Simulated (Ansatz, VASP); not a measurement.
NaTi2 in VASP and in Ansatz

```
Na Ti
1.0
     3.79862    0.00000    0.00000
     0.00000    3.79862    0.00000
     0.00000    0.00000    9.74881
Na Ti
2 4
Direct
  0.00000 0.50000 0.60980
  0.50000 0.00000 0.39020
  0.00000 0.00000 0.00000
  0.50000 0.50000 0.00000
  0.00000 0.50000 0.20289
  0.50000 0.00000 0.79711
```

Alike in both runs: functional PBE; k mesh 4 × 4 × 4; occupations gaussian, width 0.1 eV; no spin polarisation.

Ansatz relaxed the structure, and its values are those at the end. VASP's run is a single point on that final structure, the one shown.

|  | VASP | Ansatz |
| --- | --- | --- |
| version | VASP 6.6.1 | Ansatz 0.2.0 |
| potentials or method | VASP PAW PBE potentials, release 64 (Na_pv, Ti_sv), cutoff 520 eV | scalar-relativistic, plane waves, PAW |
| valence electrons in the cell | 62 | 66 |

```csv
,VASP,Ansatz,Ansatz less VASP
gap on the k mesh at the Fermi level (eV),none,none,-
pressure (GPa),-0.1,0.0,+0.14
rms of the force components (eV/Å),0.013,0.006,-0.0072
```

A gap of «none» marks a metal or a gap that the smearing closes. With one functional, cell and mesh, what is left measures potentials, basis and numerics. VASP's potentials hold 62 valence electrons a cell and Ansatz's 66, so a difference there can come from the potentials and not from the codes.

The k mesh is coarse, so the values compare programs but aren't converged.
